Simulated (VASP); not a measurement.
## CaF2: single point with PBE+D4

Crystal: CaF2.

```
Ca F
1.0
     0.00000    2.69409    2.69409
     2.69409    0.00000    2.69409
     2.69409    2.69409    0.00000
Ca F
1 2
Direct
  0.00000 0.00000 0.00000
  0.75000 0.75000 0.75000
  0.25000 0.25000 0.25000
```

| Quantity | Value |
| --- | --- |
| Program | VASP 6.6.1 |
| Task | single point |
| Functional | PBE |
| Dispersion | D4 |
| Potentials or basis | VASP PAW PBE potentials, release 64 (Ca_sv, F) |
| Cutoff | 600 eV |
| k mesh | 8 × 8 × 8 |
| Occupations | fermi-dirac, width 0.05 eV |
| Spin | no spin polarisation |
| Dipole correction | no |
| Further INCAR settings | ALGO = Normal; EDIFF = 1e-06; NBANDS = 19 |

```yaml
Pressure: 5.0 GPa
Band_gap_on_the_k_mesh: 7.53 eV (least direct gap 7.79 eV)
Dispersion_energy_per_atom: -0.107 eV
```

Levels at points of the mesh, in eV from the valence-band top:
```tsv
k point	band 10	band 11	band 12	band 13	band 14	band 15
(0.00, 0.00, 0.00)	-0.26	-0.26	-0.26	7.53	9.33	9.33
(0.50, 0.00, 0.00)	-1.29	-0.86	-0.86	9.56	9.56	10.01
(0.50, 0.50, 0.00)	-0.39	-0.39	0.00	8.23	9.76	10.31
```

Wall time 47 s on 1 thread of Intel Xeon 8259CL, on a shared host, peak memory 0.18 GiB.

Caveat: the cell stands under pressure. A k mesh can miss the band edges.
